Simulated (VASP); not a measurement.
Runs of VASP 6.6.1 on HfN. The structure is that of space group P6_3/mmc (No. 194), or close to it. The cells are those of the table. 

| cell | gap on the mesh (eV) | pressure (GPa) |
| --- | --- | --- |
| a = 3.048, b = 3.048, c = 5.268 Å, angles 90.0, 90.0, 120.0°, 4 atoms | none | 16.0 |
| a = 3.215, b = 3.215, c = 5.558 Å, angles 90.0, 90.0, 120.0°, 4 atoms | none | -26.6 |
| a = 3.134, b = 3.134, c = 5.417 Å, angles 90.0, 90.0, 120.0°, 4 atoms | none | -9.8 |
| a = 3.189, b = 3.189, c = 5.511 Å, angles 90.0, 90.0, 120.0°, 4 atoms | none | (a) |
| a = 3.077, b = 3.077, c = 5.319 Å, angles 90.0, 90.0, 120.0°, 4 atoms | none | (b) |

Alike in all rows: task single point; level LDA; potentials or basis VASP PAW LDA potentials, release 64 (Hf_pv, N); no spin polarisation; k mesh 8 × 8 × 4; cutoff (eV) 520; smearing methfessel-paxton 0.1 eV.

Problem. Estimate the missing entries.

Solution. (a) -21.7; (b) 6.2.

Caveats: spin-orbit coupling is left out, which moves the levels of the heavy elements; the cell stands under tension (at least some runs); the cell stands under pressure (at least some runs).

A k mesh can miss the band edges, and the runs leave out spin-orbit coupling on Hf.

A gap of «none» marks levels without a gap at the run's occupations.
